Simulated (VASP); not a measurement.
# Si24Mo11 (a cell with a defect) in VASP: single point with PBE

Aim: the single point of Si24Mo11 (a cell with a defect) with PBE.

Everything below comes from runs of VASP 6.6.1. Logs are shortened: lines on timing, memory, paths and dates and some standing lists are left out, and cuts for length are marked.

### Step 1. The cell of the first run

The cell holds a defect, 35 atoms: a = 8.020 Å, b = 8.020 Å, c = 9.171 Å, α = 73.39°, β = 73.39°, γ = 59.36°.

### Step 2. Single point, PBE, collinear spin, zero start

INCAR reads:

```
ALGO = Normal
EDIFF = 1E-6
ENCUT = 400
GGA = PE
GGA_COMPAT = F
ISIF = 2
ISMEAR = 0
ISPIN = 2
LASPH = T
LCHARG = F
LMAXMIX = 4
LORBIT = 11
LREAL = Auto
LWAVE = F
MAGMOM = 0 0 0 0 0 0 0 0 0 0 0 0 0 0 0 0 0 0 0 0 0 0 0 0 0 0 0 0 0 0 0 0 0 0 0
NBANDS = 152
NELECT = 251.0
NELM = 200
PREC = Accurate
SIGMA = 0.05
```

KPOINTS reads:

```
k-points
0
Gamma
  2 2 1
```

POSCAR reads:

```
Si24Mo11
1.0
   -2.2927360000      3.9711350000      6.5797600000
    4.5854720000      0.0000000000      6.5797600000
    4.5854720000      7.9422700000      0.0000000000
Si Mo
24 11
Direct
    0.7512668771      0.0790523139      0.0416490260
    0.0027981012      0.1657866192      0.0835522291
    0.1640903530      0.3298936221      0.2419052810
    0.0768653210      0.7495155805      0.0448889843
    0.1657548916     -0.0001479394      0.3497748060
    0.3310260652      0.1651430960      0.9871640987
    0.7353213893      0.0831642393      0.5523040006
    0.0101068266      0.1581885216      0.5885385951
    0.1800482861      0.3128744040      0.7480371417
    0.0909838822      0.7532265450      0.5474681321
    0.1609348061     -0.0049104223      0.8475316451
    0.3298409531      0.2009983176      0.4749055430
    0.2530396497      0.5780394474      0.2904931953
    0.4969019925      0.6683009936      0.3363993047
    0.6934531280      0.8273623729      0.4868589223
    0.5879633897      0.2542889113      0.2851189905
    0.6596322543      0.5096860795      0.5930901704
    0.8292486314      0.6653833917      0.2446237330
    0.2468761267      0.5886557164      0.7865254609
    0.4974457747      0.6703881584      0.8453249101
    0.6560768274      0.8384182606     -0.0037083418
    0.5752150515      0.2428260320      0.7902992943
    0.6642018170      0.5043976456      0.0886942798
    0.8229396521      0.6704415655      0.7429628488
    0.0002358112      0.4982243150     -0.0001615959
    0.3332006758      0.8288699773      0.0905318170
    0.4138177002      0.4176095859      0.0431850147
   -0.0003840223      0.5046667013      0.4965450689
    0.3687610095      0.8807658729      0.6059089213
    0.4152159055      0.4250983308      0.5381788311
    0.5019237303     -0.0016723534      0.2515688975
    0.8329716172      0.3282597955      0.3387917128
    0.9193841101      0.9202424112      0.2874162654
    0.8298521778      0.3307409137      0.8355996424
    0.9071617884      0.9136774215      0.7973249551
```

Potentials or basis: VASP PAW PBE potentials, release 64 (Si, Mo_sv).

Run with:

```console
$ cat potpaw_PBE.64/Si/POTCAR potpaw_PBE.64/Mo_sv/POTCAR > POTCAR
$ mpirun -np 1 vasp_std > vasp.out
```

OUTCAR:

```text
EDIFF = 1E-6
   ENCUT = 400
   GGA = PE
   ISIF = 2
   ISMEAR = 0
   ISPIN = 2
   LASPH = T
   LORBIT = 11
   LREAL = Auto
   NELECT = 251.0
   NELM = 200
   PREC = Accurate

 ion  position               nearest neighbor table
   1  0.751  0.079  0.042-  34 2.55  31 2.56  21 2.57   2 2.59  35 2.60   4 2.60  33 2.62  16 2.63
                            27 2.68  22 2.70  11 3.08  18 3.14
   2  0.003  0.166  0.084-  33 2.52   6 2.52  25 2.55  11 2.55   1 2.59  26 2.65  34 2.66  32 2.67
                            23 2.69   5 2.76   3 3.07  16 3.13
   3  0.164  0.330  0.242-  12 2.52  27 2.54   5 2.54  32 2.55  25 2.57  13 2.61  31 2.66  18 2.66
                             6 2.68  28 2.72   2 3.07
   4  0.077  0.750  0.045-  11 2.50  18 2.52  25 2.55   1 2.60  26 2.60  33 2.61  35 2.64  13 2.65
                            27 2.66  19 2.69
   5  0.166  1.000  0.350-  10 2.47   8 2.53   3 2.54  31 2.58  33 2.60  32 2.63  14 2.63  26 2.74
                             2 2.76  29 2.90  12 3.12
   6  0.331  0.165  0.987-  22 2.46   9 2.50   2 2.52  26 2.58  21 2.59  27 2.64  25 2.64   3 2.68
                            31 2.78  11 3.04
   7  0.735  0.083  0.552-  15 2.49  22 2.52  32 2.61  35 2.63  30 2.63   8 2.69  16 2.71  10 2.73
                            33 2.75  24 3.09  12 3.13
   8  0.010  0.158  0.589-   5 2.53  29 2.60  35 2.61  28 2.63  12 2.64  34 2.65  11 2.66   7 2.69
                            32 2.69  17 2.79   9 3.07  10 3.09
   9  0.180  0.313  0.748-   6 2.50  11 2.52  30 2.60  34 2.63  12 2.64  19 2.66  28 2.72  25 2.74
                            24 2.84  22 3.05   8 3.07
  10  0.091  0.753  0.547-   5 2.47  19 2.52  30 2.59  24 2.62  35 2.63  28 2.64   7 2.73  13 2.74
                            33 2.75   8 3.09  29 3.10  14 3.11  15 3.12
  11  0.161  0.995  0.848-  29 2.45   4 2.50   9 2.52   2 2.55  26 2.61  35 2.62  20 2.63  34 2.65
                             8 2.66   6 3.04   1 3.08
  12  0.330  0.201  0.475-  29 2.40  16 2.43  30 2.47   3 2.52  28 2.53  31 2.60   8 2.64   9 2.64
                            13 2.86  15 2.93   5 3.12   7 3.13
  13  0.253  0.578  0.290-  26 2.52  28 2.54  14 2.57  27 2.60   3 2.61  30 2.61  16 2.62   4 2.65
                            33 2.68  10 2.74  12 2.86  23 3.13
  14  0.497  0.668  0.336-  30 2.49  18 2.55  31 2.55  13 2.57  26 2.60  23 2.62   5 2.63  32 2.69
                            17 2.69  29 3.04  10 3.11
  15  0.693  0.827  0.487-  29 2.38  33 2.43   7 2.49  28 2.50  24 2.56  18 2.58  17 2.58  31 2.64
                            12 2.93  10 3.12
  16  0.588  0.254  0.285-  12 2.43  23 2.49  32 2.52  31 2.59  27 2.61  13 2.62   1 2.63  33 2.64
                            30 2.69   7 2.71   2 3.13
  17  0.660  0.510  0.593-  15 2.58  30 2.58  28 2.60  34 2.60  22 2.62  20 2.64  14 2.69  29 2.70
                            32 2.74   8 2.79  24 3.01  19 3.11
  18  0.829  0.665  0.245-   4 2.52  14 2.55  15 2.58  32 2.58  25 2.61  31 2.62  33 2.64  21 2.66
                             3 2.66  28 2.68  23 3.06   1 3.14
  19  0.247  0.589  0.787-  10 2.52  25 2.59  30 2.62  20 2.63  35 2.64   9 2.66  22 2.68   4 2.69
                            27 2.70  29 2.89  17 3.11
  20  0.497  0.670  0.845-  29 2.48  24 2.51  27 2.54  26 2.58  23 2.60  11 2.63  19 2.63  17 2.64
                            34 2.67  21 3.03
  21  0.656  0.838  0.996-  35 2.50  26 2.52  23 2.54   1 2.57   6 2.59  18 2.66  31 2.66  24 2.68
                            25 2.72  20 3.03  22 3.09
  22  0.575  0.243  0.790-   6 2.46   7 2.52  17 2.62  35 2.63  34 2.64  30 2.64  19 2.68   1 2.70
                            27 2.70   9 3.05  21 3.09
  23  0.664  0.504  0.089-  16 2.49  21 2.54  25 2.56  20 2.60  27 2.60  26 2.60  14 2.62  32 2.66
                             2 2.69  34 2.70  18 3.06  13 3.13
  24  0.823  0.670  0.743-  20 2.51  15 2.56  35 2.57  34 2.59  10 2.62  28 2.62  21 2.68  25 2.74
                             9 2.84  17 3.01   7 3.09
  25  0.000  0.498  1.000-   2 2.55   4 2.55  23 2.56   3 2.57  19 2.59  18 2.61   6 2.64  21 2.72
                             9 2.74  24 2.74  35 3.13  27 3.16  34 3.19  32 3.22
  26  0.333  0.829  0.091-  21 2.52  13 2.52  20 2.58   6 2.58  14 2.60  23 2.60   4 2.60  11 2.61
                             2 2.65   5 2.74  33 3.11  27 3.16  31 3.17
  27  0.414  0.418  0.043-  20 2.54   3 2.54  23 2.60  13 2.60  16 2.61   6 2.64   4 2.66   1 2.68
                            19 2.70  22 2.70  26 3.16  25 3.16  34 3.16  31 3.18
  28  1.000  0.505  0.497-  15 2.50  12 2.53  13 2.54  17 2.60  24 2.62   8 2.63  10 2.64  18 2.68
                             3 2.72   9 2.72  33 3.17  30 3.18  32 3.18  34 3.24
  29  0.369  0.881  0.606-  15 2.38  12 2.40  11 2.45  20 2.48   8 2.60  17 2.70  19 2.89   5 2.90
                            14 3.04  10 3.10  31 3.14
  30  0.415  0.425  0.538-  12 2.47  14 2.49  17 2.58  10 2.59   9 2.60  13 2.61  19 2.62   7 2.63
                            22 2.64  16 2.69  32 3.14  28 3.18
  31  0.502  0.998  0.252-  14 2.55   1 2.56   5 2.58  16 2.59  12 2.60  18 2.62  15 2.64   3 2.66
                            21 2.66   6 2.78  29 3.14  26 3.17  33 3.18  27 3.18
  32  0.833  0.328  0.339-  16 2.52   3 2.55  18 2.58   7 2.61   5 2.63  23 2.66   2 2.67  14 2.69
                             8 2.69  17 2.74  33 3.13  30 3.14  28 3.18  25 3.22
  33  0.919  0.920  0.287-  15 2.43   2 2.52   5 2.60   4 2.61   1 2.62  18 2.64  16 2.64  13 2.68
                            10 2.75   7 2.75  26 3.11  32 3.13  28 3.17  31 3.18
  34  0.830  0.331  0.836-   1 2.55  24 2.59  17 2.60   9 2.63  22 2.64   8 2.65  11 2.65   2 2.66
                            20 2.67  23 2.70  27 3.16  35 3.18  25 3.19  28 3.24
  35  0.907  0.914  0.797-  21 2.50  24 2.57   1 2.60   8 2.61  11 2.62  22 2.63  10 2.63   7 2.63
                             4 2.64  19 2.64  25 3.13  34 3.18

  LATTYP: Found a base centered monoclinic cell.
 ALAT       =    13.9355487220
 B/A-ratio  =     0.5699287856
 C/A-ratio  =     0.6580970557
 COS(beta)  =    -0.3290485279

[... 226 lines left out ...]
   EFERMI_NEDOS =   21; number of points for ismear=-14 and -15
   IALGO  =     38    algorithm
   IMIX   =      4    mixing-type and parameters
     AMIX     =   0.40;   BMIX     =  1.00
     AMIX_MAG =   1.60;   BMIX_MAG =  1.00
  volume/ion in A,a.u.               =      13.69        92.41
  Fermi-wavevector in a.u.,A,eV,Ry     =   1.319603  2.493687 23.692518  1.741351
  Thomas-Fermi vector in A             =   2.449489
   LORBIT       =     11    0 simple, 1 ext, 2 COOP (PROOUT), +10 PAW based schemes
   GGA     = PE    functional components
   LHFCALC =     F    Hartree Fock is set to
   AEXX    =    0.0000 exact exchange contribution
   IVDW    =     0    specifies the selected vdW correction
   LEPSILON=     F    determine dielectric tensor
   LRPA    =     F    only Hartree local field effects (RPA)
 spin polarized calculation
 Gauss-broadening in eV      SIGMA  =   0.05
  energy-cutoff  :      400.00
  volume of cell :      479.26
 maximum number of plane-waves:      8706
 NGX is ok and might be reduce to    54
   NGX = 27   NGY = 27   NGZ = 29

 number of electron     251.0000005 magnetization      -0.0000992

 number of electron     251.0000006 magnetization       0.0031274

 Free energy of the ion-electron system (eV)
  ---------------------------------------------------
  ext. energy  EPLUGINS =         0.00000000
  ---------------------------------------------------
  free energy    TOTEN  =      -249.65135497 eV

  energy without entropy =     -249.63840641  energy(sigma->0) =     -249.64488069

 E-fermi :  12.2544     XC(G=0): -12.2558

 val. band max:       12.2361889066   @ k =   0.5000   0.5000   0.0000
 cond. band min:      12.2722382954   @ k =   0.0000   0.5000  -0.0000
 fundamental gap:      0.0360493888
 Fermi energy:        12.2544245947

 spin component 1

 k-point     1 :       0.0000    0.0000    0.0000
  band No.  band energies     occupation
      1     -48.8199      1.00000
      2     -48.8062      1.00000
      3     -48.7784      1.00000
      4     -48.7666      1.00000
      5     -48.7579      1.00000
      6     -48.7534      1.00000
[... 549 lines left out ...]
    136      13.6647      0.00000
    137      13.8136      0.00000
 Fermi energy:        12.2544245947

 spin component 2

 k-point     1 :       0.0000    0.0000    0.0000
  band No.  band energies     occupation
      1     -48.8199      1.00000
      2     -48.8062      1.00000
      3     -48.7783      1.00000
      4     -48.7665      1.00000
      5     -48.7579      1.00000
      6     -48.7532      1.00000
[... 549 lines left out ...]
    136      13.6648      0.00000
    137      13.8137      0.00000
 [bands above 137 left out]

------------------------ aborting loop because EDIFF is reached ----------------------------------------

  FORCE on cell =-STRESS in cart. coord.  units (eV):
  Direction    XX          YY          ZZ          XY          YZ          ZX
  --------------------------------------------------------------------------------------
  -------------------------------------------------------------------------------------
  Total       28.0778272     19.4571416     31.7312747     -4.6616598     -7.6165013     -1.6991571
  in kB       93.8653574     65.0460429    106.0789861    -15.5841248    -25.4622841     -5.6803537
  external PRESSURE =      88.3301288 kB  Pullay stress =       0.0000000 kB

 VOLUME and BASIS-vectors are now :
 -----------------------------------------------------------------------------
  energy-cutoff  :      400.00
  volume of cell :      479.26
      direct lattice vectors                 reciprocal lattice vectors
    -2.292736000  3.971135000  6.579760000    -0.109040029  0.062954294  0.075990614
     4.585472000  0.000000000  6.579760000     0.109040029 -0.062954294  0.075990614
     4.585472000  7.942270000  0.000000000     0.054520015  0.094431441 -0.037995307

 POSITION                                       TOTAL-FORCE (eV/Angst)
 -----------------------------------------------------------------------------------
     -1.16898      3.31417      5.46330         0.015269     -0.001646      0.038186
      1.13692      0.67471      1.10925         0.065567      0.051014     -0.048724
      2.24575      2.57290      3.25030         0.140234      0.273709      0.133998
      3.46649      0.66176      5.43739         0.092705      0.049404      0.143104
      5.80864      3.43624      7.66941         0.050125     -0.045767      0.265949
      4.52492      9.15487      3.26467         0.056929     -0.054993     -0.048356
[... 27 lines left out ...]
      3.44559      9.93201      7.63642        -0.038921      0.060340      0.011062
      5.76587      9.93503     11.98068        -0.031245     -0.000384      0.368700
 -----------------------------------------------------------------------------------
    total drift:                                0.001071     -0.000809     -0.003978

  FREE ENERGIE OF THE ION-ELECTRON SYSTEM (eV)
  ---------------------------------------------------
  free  energy   TOTEN  =      -249.6513549695 eV

  energy  without entropy=     -249.6384064064  energy(sigma->0) =     -249.64488069

 total charge

# of ion       s       p       d       tot
------------------------------------------
    1        0.751   0.885   0.000   1.636
    2        0.749   0.881   0.000   1.630
    3        0.742   0.895   0.000   1.637
    4        0.747   0.896   0.000   1.644
    5        0.753   0.873   0.000   1.626
    6        0.755   0.878   0.000   1.633
[... 27 lines left out ...]
   34        2.278   6.194   4.198  12.669
   35        2.290   6.204   4.228  12.722
--------------------------------------------------
tot         43.250  89.243  46.598 179.091

 magnetization (x)

# of ion       s       p       d       tot
------------------------------------------
    1       -0.000  -0.000   0.000  -0.000
    2        0.000  -0.000   0.000  -0.000
    3        0.000   0.000   0.000   0.000
    4       -0.000   0.000   0.000  -0.000
    5       -0.000  -0.000   0.000  -0.000
    6       -0.000  -0.000   0.000  -0.000
[... 27 lines left out ...]
   34        0.000   0.000   0.000   0.000
   35        0.000   0.000   0.000   0.000
--------------------------------------------------
tot          0.000   0.000   0.002   0.002
```

Wall time 30 min (1 thread of Intel Xeon 8259CL, shared host); peak memory 0.71 GiB.

What came out:

```
Free energy                                           : -249.6514 eV
Largest force                                         : 4.454 eV/Å
Net moment                                            : 0.00 μB per cell
Valence electrons inside the program's atomic spheres : Si 1.64, 1.63, 1.60, 1.61, 1.66, 1.69, 1.71, 1.65, 1.62 (each value once); Mo 12.71, 12.76, 12.69, 12.74, 12.75, 12.78, 12.70, 12.72, 12.67 (each value once)
```

Forces on the atoms (eV/Å):
```
Si   0.015 -0.002  0.038
Si   0.066  0.051 -0.049
Si   0.140  0.274  0.134
Si   0.093  0.049  0.143
Si   0.050 -0.046  0.266
Si   0.057 -0.055 -0.048
Si   0.008  0.038  0.256
Si   0.494 -0.273  0.076
Si   0.357 -0.011  0.219
Si   0.016 -0.014 -0.032
Si  -0.206 -0.047  0.647
Si  -0.159  1.048 -0.261
Si   0.003  0.038  0.060
Si  -0.111 -0.069  0.240
Si   0.855  0.257 -0.267
Si   0.121  0.072 -0.045
Si  -0.304  0.186  0.050
Si   0.140  0.185  0.104
Si  -0.036  0.260  0.063
Si   0.090 -0.104  0.538
Si  -0.207 -0.059  0.045
Si  -0.023 -0.044  0.087
Si  -0.043 -0.003 -0.021
Si  -0.067  0.397  0.151
Mo  -0.001  0.018  0.095
Mo  -0.045 -0.036  0.133
Mo  -0.042 -0.014  0.018
Mo   0.059  0.072  0.059
Mo  -1.416 -2.440 -3.446
Mo   0.048  0.037  0.182
Mo  -0.067 -0.166  0.229
Mo   0.084  0.025  0.026
Mo   0.102  0.315 -0.070
Mo  -0.039  0.060  0.011
Mo  -0.031  0.000  0.369
```

Levels at points of the mesh, in eV from the Fermi level:
Spin up:
```
           k point  band 122  band 123  band 124  band 125  band 126  band 127  band 128  band 129
(0.00, 0.00, 0.00)     -0.75     -0.55     -0.46     -0.12      0.10      0.39      0.42      0.64
(0.50, 0.00, 0.00)     -0.90     -0.72     -0.54     -0.36     -0.21      0.15      0.25      0.51
(0.00, 0.50, 0.00)     -1.04     -0.82     -0.40     -0.08      0.02      0.12      0.24      0.47
(0.50, 0.50, 0.00)     -0.76     -0.64     -0.56     -0.31     -0.02      0.30      0.38      0.55
```
Spin down:
```tsv
k point	band 122	band 123	band 124	band 125	band 126	band 127	band 128	band 129
(0.00, 0.00, 0.00)	-0.75	-0.55	-0.46	-0.12	0.10	0.39	0.42	0.64
(0.50, 0.00, 0.00)	-0.90	-0.72	-0.54	-0.35	-0.21	0.15	0.25	0.51
(0.00, 0.50, 0.00)	-1.04	-0.82	-0.40	-0.08	0.02	0.13	0.24	0.47
(0.50, 0.50, 0.00)	-0.76	-0.64	-0.56	-0.31	-0.02	0.30	0.38	0.55
```

Caveat: the k points lie up to 0.73 Å⁻¹ apart; the cell carries a net charge on a neutralising background, which shifts energy and pressure; the cell is charged against a uniform background, so pressure and absolute levels hang on convention; no moment was typed at the start, so none could form.
